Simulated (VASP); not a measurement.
Wanted: the native input for a VASP 6.6.1 run.

| Item | Value |
| --- | --- |
| Task | single point |
| Functional | PBE |
| Potentials or basis | VASP PAW PBE potentials, release 64 (Ba_sv, Te) |
| Cutoff | 520 eV |
| k mesh | 4 × 4 × 4 |
| Occupations | gaussian, width 0.01 eV |
| Spin | no spin polarisation |
| Dipole correction | no |
| Further INCAR settings | ALGO = Normal; EDIFF = 1e-06; NBANDS = 15 |

The structure of BaTe lies in POSCAR:

```
BaTe
1.0
    0.0000000000      3.6383584395      3.5033386480
    3.6383584395      0.0000000000      3.5033386480
    3.6383584395      3.6383584395      0.0000000000
Ba Te
1 1
Direct
    0.0000000000      0.0000000000      0.0000000000
    0.5000000000      0.5000000000      0.5000000000
```

This cell differs from its parent crystal: epitaxial xy strain +3.0%.

One way to write it, as run:

INCAR

```
PREC = Accurate
ENCUT = 520
EDIFF = 1E-6
ISMEAR = 0
SIGMA = 0.01
LREAL = F
LASPH = T
NELM = 80
ALGO = Normal
ISIF = 2
LWAVE = F
LCHARG = T
GGA = PE
LELF = T
LVHAR = T
NBANDS = 15
```

KPOINTS

```
regular mesh
0
Gamma
  4 4 4
```

Potentials or basis: VASP PAW PBE potentials, release 64 (Ba_sv, Te).

Run with:

```console
$ cat potpaw_PBE.64/Ba_sv/POTCAR potpaw_PBE.64/Te/POTCAR > POTCAR
$ mpirun -np 1 vasp_std > vasp.out
```

It gave:

```yaml
Pressure: -0.9 GPa
Band_gap_on_the_k_mesh: 1.62 eV (least direct gap 2.00 eV)
```

Caveat: the cell differs from its parent crystal (epitaxial xy strain +3.0%); spin-orbit coupling is left out, which moves the levels of the heavy elements.

Wall time 43 s on 1 thread of AMD EPYC 7R13 (shared host), peak memory 0.2 GiB.
